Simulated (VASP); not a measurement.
# Ta3Cd (P6_3cm) in VASP: relaxation of cell and atoms with PBE

Aim: the relaxation of cell and atoms of Ta3Cd with PBE.

Program: VASP 6.6.1. These are calculated values, not measurements. Logs are shortened: lines on timing, memory, paths and dates and some standing lists are left out, and cuts for length are marked.

## 1. The cell of the first run

Symmetry: P6_3cm, No. 185, hexagonal system. The conventional cell has a = 6.472 Å, b = 6.472 Å, c = 4.590 Å, α = 90.00°, β = 90.00°, γ = 120.00°. Ta (site symmetry m) has 2 Cd at 2.37 to 2.45 Å within 3.1 Å. Cd (site symmetry 3m) has 2 Cd at 2.29 Å and 6 Ta at 2.37 to 2.45 Å within 3.0 Å.

## 2. Relaxation of cell and atoms, PBE

INCAR reads:

```
SYSTEM = Ta3Cd
  ALGO = Normal
  EDIFF = 1E-7
  EDIFFG = -0.04
  ENCUT = 600
  GGA = PE
  IBRION = 2
  ISIF = 3
  ISMEAR = 0
  LASPH = .TRUE.
  LCHARG = .FALSE.
  LREAL = .FALSE.
  LWAVE = .FALSE.
  NELM = 100
  NSW = 90
  PREC = Accurate
  SIGMA = 0.1
```

KPOINTS reads:

```
k-points
0
G
  3 3 4
  0 0 0
```

POSCAR reads:

```
Ta3Cd
1.0
    6.4717138519      0.0000000000      0.0000000000
   -3.2358569259      5.6046686017      0.0000000000
    0.0000000000      0.0000000000      4.5899438439
Ta Cd
6 2
Direct
    0.3277995237      0.0000000000      0.0184335061
    0.0000000000      0.3277995237      0.0184335061
    0.6722004763      0.6722004763      0.0184335061
    0.6722004763      0.0000000000      0.5184335061
    0.3277995237      0.3277995237      0.5184335061
    0.0000000000      0.6722004763      0.5184335061
    0.0000000000      0.0000000000      0.2500000000
    0.0000000000      0.0000000000      0.7500000000
```

Potentials or basis: VASP PAW PBE potentials, release 64 (Ta_pv, Cd).

Started as:

```sh
cat potpaw_PBE.64/Ta_pv/POTCAR potpaw_PBE.64/Cd/POTCAR > POTCAR
mpirun -np 1 vasp_std > vasp.out
```

OUTCAR:

```text
SYSTEM = Ta3Cd
   EDIFF = 1E-7
   EDIFFG = -0.04
   ENCUT = 600
   GGA = PE
   IBRION = 2
   ISIF = 3
   ISMEAR = 0
   LASPH = .TRUE.
   LREAL = .FALSE.
   NELM = 100
   NSW = 90
   PREC = Accurate

 ion  position               nearest neighbor table
   1  0.328  0.000  0.018-   7 2.37   8 2.45   5 3.13   5 3.13   6 3.13   6 3.13   4 3.20   4 3.20

   2  0.000  0.328  0.018-   7 2.37   8 2.45   4 3.13   4 3.13   5 3.13   5 3.13   6 3.20   6 3.20

   3  0.672  0.672  0.018-   7 2.37   8 2.45   4 3.13   4 3.13   6 3.13   6 3.13   5 3.20   5 3.20

   4  0.672  0.000  0.518-   8 2.37   7 2.45   3 3.13   3 3.13   2 3.13   2 3.13   1 3.20   1 3.20

   5  0.328  0.328  0.518-   8 2.37   7 2.45   1 3.13   1 3.13   2 3.13   2 3.13   3 3.20   3 3.20

   6  0.000  0.672  0.518-   8 2.37   7 2.45   1 3.13   1 3.13   3 3.13   3 3.13   2 3.20   2 3.20

   7  0.000  0.000  0.250-   8 2.29   8 2.29   2 2.37   3 2.37   1 2.37   6 2.45   5 2.45   4 2.45

   8  0.000  0.000  0.750-   7 2.29   7 2.29   6 2.37   5 2.37   4 2.37   2 2.45   3 2.45   1 2.45

  LATTYP: Found a hexagonal cell.
 ALAT       =     6.4717138519
 C/A-ratio  =     0.7092315805

  Lattice vectors:

 A1 = (   6.4717138519,   0.0000000000,   0.0000000000)
 A2 = (  -3.2358569259,   5.6046686017,   0.0000000000)
 A3 = (   0.0000000000,   0.0000000000,   4.5899438439)

Analysis of symmetry for initial positions (statically):
=====================================================================
 Subroutine PRICEL returns:
 Original cell was already a primitive cell.

 Routine SETGRP: Setting up the symmetry group for a
 hexagonal supercell.

 Subroutine GETGRP returns: Found 12 space group operations
 (whereof  6 operations were pure point group operations)
 out of a pool of 24 trial point group operations.

The static configuration has the point symmetry C_3v.
 The point group associated with its full space group is C_6v.

Analysis of symmetry for dynamics (positions and initial velocities):
=====================================================================
 Subroutine PRICEL returns:
 Original cell was already a primitive cell.

 Routine SETGRP: Setting up the symmetry group for a
 hexagonal supercell.

 Subroutine GETGRP returns: Found 12 space group operations
 (whereof  6 operations were pure point group operations)
 out of a pool of 24 trial point group operations.

The dynamic configuration has the point symmetry C_3v.
 The point group associated with its full space group is C_6v.

 Subroutine INISYM returns: Found 12 space group operations
 (whereof  6 operations are pure point group operations),
 and found     1 'primitive' translations

----------------------------------------------------------------------------------------

                                     Primitive cell

  volume of cell :     166.4856

  direct lattice vectors                    reciprocal lattice vectors
     6.471713852  0.000000000  0.000000000     0.154518575  0.089211341  0.000000000
    -3.235856926  5.604668602  0.000000000     0.000000000  0.178422681  0.000000000
     0.000000000  0.000000000  4.589943844     0.000000000  0.000000000  0.217867589

  length of vectors
     6.471713852  6.471713852  4.589943844     0.178422681  0.178422681  0.217867589

  position of ions in fractional coordinates (direct lattice)
     0.327799524  0.000000000  0.018433506
     0.000000000  0.327799524  0.018433506
     0.672200476  0.672200476  0.018433506
     0.672200476  0.000000000  0.518433506
     0.327799524  0.327799524  0.518433506
     0.000000000  0.672200476  0.518433506
     0.000000000  0.000000000  0.250000000
     0.000000000  0.000000000  0.750000000

  ion indices of the primitive-cell ions
   primitive index   ion index
                 1           1
                 2           2
                 3           3
                 4           4
                 5           5
                 6           6
                 7           7
                 8           8

----------------------------------------------------------------------------------------

 KPOINTS: k-points

Automatic generation of k-mesh.
 Grid dimensions read from file:
 generate k-points for:    3    3    4

 Generating k-lattice:

  Cartesian coordinates                     Fractional coordinates (reciprocal lattice)
     0.051506192  0.029737114  0.000000000     0.333333333  0.000000000  0.000000000
     0.000000000  0.059474227  0.000000000     0.000000000  0.333333333  0.000000000
     0.000000000  0.000000000  0.054466897     0.000000000  0.000000000  0.250000000

  Length of vectors
     0.059474227  0.059474227  0.054466897

  Shift w.r.t. Gamma in fractional coordinates (k-lattice)
     0.000000000  0.000000000  0.000000000

 Subroutine IBZKPT returns following result:
 ===========================================

 Found      9 irreducible k-points:

 Following reciprocal coordinates:
            Coordinates               Weight
  0.000000  0.000000  0.000000      1.000000
  0.333333  0.000000  0.000000      6.000000
  0.333333  0.333333  0.000000      2.000000
  0.000000  0.000000  0.250000      2.000000
  0.333333  0.000000  0.250000     12.000000
  0.333333  0.333333  0.250000      4.000000
  0.000000  0.000000  0.500000      1.000000
  0.333333  0.000000  0.500000      6.000000
  0.333333  0.333333  0.500000      2.000000
   k-points           NKPTS =      9   k-points in BZ     NKDIM =      9   number of bands    NBANDS=     54
   number of dos      NEDOS =    301   number of ions     NIONS =      8
   total plane-waves  NPLWV = 116640
   dimension x,y,z NGX =    54 NGY =   54 NGZ =   40
   dimension x,y,z NGXF=   108 NGYF=  108 NGZF=   80
   ions per type =               6   2
   NGX,Y,Z   is equivalent  to a cutoff of  13.87, 13.87, 14.49 a.u.
   NGXF,Y,Z  is equivalent  to a cutoff of  27.74, 27.74, 28.98 a.u.
 SYSTEM =  Ta3Cd
   PREC   = accura    normal or accurate (medium, high low for compatibility)
   ISTART =      0    job   : 0-new  1-cont  2-samecut
   ICHARG =      2    charge: 1-file 2-atom 10-const
   ISPIN  =      1    spin polarized calculation?
   LNONCOLLINEAR =      F non collinear calculations
   LSORBIT =      F    spin-orbit coupling
   LASPH  =      T    aspherical Exc in radial PAW
   ENCUT  =  600.0 eV  44.10 Ry    6.64 a.u.  12.93 12.93  9.17*2*pi/ulx,y,z
   NELM   =    100;   NELMIN=  2; NELMDL= -5     # of ELM steps
   EDIFF  = 0.1E-06   stopping-criterion for ELM
   LREAL  =      F    real-space projection
   EDIFFG = -.4E-01   stopping-criterion for IOM
   NSW    =     90    number of steps for IOM
   IBRION =      2    ionic relax: 0-MD 1-quasi-New 2-CG
   NFREE  =      1    steps in history (QN), initial steepest desc. (CG)
   ISIF   =      3    stress and relaxation
   ISYM   =      2    0-nonsym 1-usesym 2-fastsym
   POTIM  = 0.5000    time-step for ionic-motion
   TEBEG  =    0.0;   TEEND  =   0.0 temperature during run
   PSTRESS=    0.0 pullay stress
   NELECT =      90.0000    total number of electrons
   NUPDOWN=      -1.0000    fix difference up-down
   EMIN   =  10.00;   EMAX   =-10.00  energy-range for DOS
   EFERMI =   0.00;   METHOD = LEGACY
   ISMEAR =     0;   SIGMA  =   0.10  broadening in eV -4-tet -1-fermi 0-gaus
   EFERMI_NEDOS =   21; number of points for ismear=-14 and -15
   IALGO  =     38    algorithm
   IMIX   =      4    mixing-type and parameters
     AMIX     =   0.40;   BMIX     =  1.00
     AMIX_MAG =   1.60;   BMIX_MAG =  1.00
  volume/ion in A,a.u.               =      20.81       140.44
  Fermi-wavevector in a.u.,A,eV,Ry     =   1.333614  2.520165 24.198317  1.778526
  Thomas-Fermi vector in A             =   2.462459
   LORBIT       =      0    0 simple, 1 ext, 2 COOP (PROOUT), +10 PAW based schemes
   GGA     = PE    functional components
   LHFCALC =     F    Hartree Fock is set to
   AEXX    =    0.0000 exact exchange contribution
   IVDW    =     0    specifies the selected vdW correction
   LEPSILON=     F    determine dielectric tensor
   LRPA    =     F    only Hartree local field effects (RPA)
 conjugate gradient relaxation of ions
 non-spin polarized calculation
 Gauss-broadening in eV      SIGMA  =   0.10
  energy-cutoff  :      600.00
  volume of cell :      166.49
 maximum number of plane-waves:      5577
 NGX is ok and might be reduce to    54
   NGX = 25   NGY = 25   NGZ = 19

--------------------------------------- Ionic step        1  -------------------------------------------

 number of electron      89.9999992 magnetization

 Free energy of the ion-electron system (eV)
  ---------------------------------------------------
  ext. energy  EPLUGINS =         0.00000000
  ---------------------------------------------------
  free energy    TOTEN  =       -49.15381656 eV

  energy without entropy =      -49.10248924  energy(sigma->0) =      -49.12815290

------------------------ aborting loop because EDIFF is reached ----------------------------------------

  FORCE on cell =-STRESS in cart. coord.  units (eV):
  Direction    XX          YY          ZZ          XY          YZ          ZX
  --------------------------------------------------------------------------------------
  -------------------------------------------------------------------------------------
  Total       35.1636864     35.1636864     37.8440544      0.0000000      0.0000000      0.0000000
  in kB      338.3984484    338.3984483    364.1930249      0.0000000      0.0000000      0.0000000
  external PRESSURE =     346.9966405 kB  Pullay stress =       0.0000000 kB
[... 27 lines left out ...]
  energy  without entropy=      -49.1024892354  energy(sigma->0) =      -49.12815290

--------------------------------------- Ionic step        2  -------------------------------------------

 number of electron      89.9999981 magnetization

 E-fermi :   0.7466     XC(G=0):  -9.0113

 val. band max:        0.7453695740   @ k =   0.3333   0.0000   0.2500
 cond. band min:       0.7502093737   @ k =   0.3333   0.0000   0.5000
 fundamental gap:      0.0048397997
 Fermi energy:         0.7465917030

 k-point     1 :       0.0000    0.0000    0.0000
  band No.  band energies     occupation
      1     -34.8462      2.00000
      2     -34.8315      2.00000
      3     -34.8315      2.00000
      4     -34.8204      2.00000
      5     -34.8163      2.00000
      6     -34.8163      2.00000
[... 579 lines left out ...]
  FREE ENERGIE OF THE ION-ELECTRON SYSTEM (eV)
  ---------------------------------------------------
  free  energy   TOTEN  =       -56.3253337657 eV

  energy  without entropy=      -56.2892922291  energy(sigma->0) =      -56.30731300

 E-fermi :   3.9540     XC(G=0): -11.4606

 val. band max:        3.9148994557   @ k =   0.3333   0.0000   0.5000
 cond. band min:       3.9887733351   @ k =   0.0000   0.0000   0.2500
 fundamental gap:      0.0738738794
 Fermi energy:         3.9539986715

 k-point     1 :       0.0000    0.0000    0.0000
  band No.  band energies     occupation
      1     -30.8228      2.00000
      2     -30.7785      2.00000
      3     -30.7512      2.00000
      4     -30.7222      2.00000
      5     -30.7222      2.00000
      6     -30.7221      2.00000
[... 502 lines left out ...]
     53       6.2160      0.00000
     54       6.2160      0.00000

[... ionic steps 4 to 19 ...]

--------------------------------------- Ionic step       20  -------------------------------------------

 number of electron      89.9999996 magnetization

------------------------ aborting loop because EDIFF is reached ----------------------------------------

  FORCE on cell =-STRESS in cart. coord.  units (eV):
  Direction    XX          YY          ZZ          XY          YZ          ZX
  --------------------------------------------------------------------------------------
  -------------------------------------------------------------------------------------
  Total        0.4382786      0.4382786      0.7833624      0.0000000      0.0000000      0.0000000
  in kB        4.6007178      4.6007178      8.2231468      0.0000000      0.0000000      0.0000000
  external PRESSURE =       5.8081941 kB  Pullay stress =       0.0000000 kB
[... 69 lines left out ...]
  energy  without entropy=      -69.2437190827  energy(sigma->0) =      -69.26442393

--------------------------------------- Ionic step       22  -------------------------------------------

 number of electron      90.0000004 magnetization

 Free energy of the ion-electron system (eV)
  ---------------------------------------------------
  ext. energy  EPLUGINS =         0.00000000
  ---------------------------------------------------
  free energy    TOTEN  =       -69.28559163 eV

  energy without entropy =      -69.24462637  energy(sigma->0) =      -69.26510900

 E-fermi :   4.7025     XC(G=0): -12.1293

 val. band max:        4.6609138374   @ k =   0.3333   0.0000   0.0000
 cond. band min:       4.7171127298   @ k =   0.3333   0.0000   0.2500
 fundamental gap:      0.0561988924
 Fermi energy:         4.7025225187

 k-point     1 :       0.0000    0.0000    0.0000
  band No.  band energies     occupation
      1     -29.9697      2.00000
      2     -29.8494      2.00000
      3     -29.8468      2.00000
      4     -29.6514      2.00000
      5     -29.6514      2.00000
      6     -29.6248      2.00000
[... 537 lines left out ...]
  FREE ENERGIE OF THE ION-ELECTRON SYSTEM (eV)
  ---------------------------------------------------
  free  energy   TOTEN  =       -69.2855916298 eV

  energy  without entropy=      -69.2446263744  energy(sigma->0) =      -69.26510900

 reached required accuracy - stopping structural energy minimisation
```

Run time: 18 min. Hardware: 1 thread of AMD EPYC 9R45 (Zen 5), shared host; peak memory 0.36 GiB.

Results:

```
Free energy                            : -69.2856 eV
Relaxed volume                         : 19.15 Å³/atom
Relaxed cell                           : a = 5.578 Å, b = 5.578 Å, c = 5.688 Å, α = 90.00°, β = 90.00°, γ = 120.00°
Space group after relaxing (to 0.05 Å) : P6/mmm (No. 191)
Energy gained by relaxing              : 2516.5 meV/atom
Ionic steps                            : 22
Pressure after relaxing                : 0.0 GPa
Largest force after relaxing           : 0.027 eV/Å
Band gap on the k mesh                 : zero (band 45 reaches 5.78 eV, above the bottom of band 46 at 3.96 eV)
```

Forces in eV/Å, atoms in the order of the input:
```
Ta  -0.025  0.000  0.008
Ta   0.013 -0.022  0.008
Ta   0.013  0.022  0.008
Ta   0.025  0.000  0.008
Ta  -0.013 -0.022  0.008
Ta  -0.013  0.022  0.008
Cd   0.000  0.000 -0.023
Cd   0.000  0.000 -0.023
```

Stress tensor (GPa, compression positive):
```
-0.15  0.00  0.00
 0.00 -0.15  0.00
 0.00  0.00  0.18
```

Step by step:
| step | energy change (eV) | largest force (eV/Å) | pressure (GPa) | volume (Å³) |
| --- | --- | --- | --- | --- |
| 1 | 0.0000 | 9.4044 | 34.70 | 166.49 |
| 2 | 2.5810 | 1.1042 | -20.28 | 300.39 |
| 3 | -7.1715 | 1.7172 | -14.93 | 210.21 |
| 4 | -7.4537 | 2.1636 | -12.23 | 203.66 |
| 5 | -7.5313 | 2.7090 | -8.79 | 197.25 |
| 6 | -10.3378 | 1.9182 | -0.70 | 173.92 |
| 7 | -11.1910 | 2.1790 | 13.13 | 155.85 |
| 8 | -12.6318 | 2.2275 | 11.36 | 154.28 |
| 9 | -16.5451 | 1.0324 | 10.76 | 148.96 |
| 10 | -18.8925 | 0.4790 | 24.00 | 135.92 |
| 11 | -19.0412 | 0.5398 | 17.86 | 139.81 |
| 12 | -19.1376 | 0.3952 | 20.31 | 137.92 |
| 13 | -20.0863 | 0.2575 | -2.50 | 155.85 |
| 14 | -20.1024 | 0.2727 | -0.29 | 153.52 |
| 15 | -20.1022 | 0.2705 | -0.60 | 153.84 |
| 16 | -20.1111 | 0.2513 | -0.41 | 153.67 |
| 17 | -20.1146 | 0.2304 | -0.19 | 153.47 |
| 18 | -20.1198 | 0.1988 | 0.10 | 153.17 |
| 19 | -20.1262 | 0.1026 | 0.98 | 152.25 |
| 20 | -20.1294 | 0.0727 | 0.58 | 152.63 |
| 21 | -20.1313 | 0.0294 | -0.02 | 153.21 |
| 22 | -20.1318 | 0.0266 | -0.04 | 153.24 |

Final structure:
```cif
data_structure
_symmetry_space_group_name_H-M 'P 1'
_symmetry_Int_Tables_number 1
_cell_length_a 5.5777
_cell_length_b 5.5777
_cell_length_c 5.6876
_cell_angle_alpha 90.000
_cell_angle_beta 90.000
_cell_angle_gamma 120.000
_cell_volume 153.24
loop_
_atom_site_label
_atom_site_type_symbol
_atom_site_fract_x
_atom_site_fract_y
_atom_site_fract_z
_atom_site_occupancy
Ta1 Ta 0.50056 0.00000 0.01353 1
Ta2 Ta 0.00000 0.50056 0.01353 1
Ta3 Ta 0.49944 0.49944 0.01353 1
Ta4 Ta 0.49944 0.00000 0.51353 1
Ta5 Ta 0.50056 0.50056 0.51353 1
Ta6 Ta 0.00000 0.49944 0.51353 1
Cd1 Cd 0.00000 0.00000 0.26471 1
Cd2 Cd 0.00000 0.00000 0.76471 1
```

Levels at points of the mesh, in eV from the Fermi level:
```csv
k point,band 42,band 43,band 44,band 45,band 46,band 47,band 48,band 49
"(0.00, 0.00, 0.00)",-1.42,-1.42,-0.42,-0.42,1.18,1.53,1.77,2.82
"(0.00, 0.00, 0.50)",-1.85,-1.07,-1.07,0.95,0.95,0.95,0.95,3.13
```

Caveat: the k points lie up to 0.43 Å⁻¹ apart in the final cell; spin-orbit coupling is left out, which moves the levels of the heavy elements.
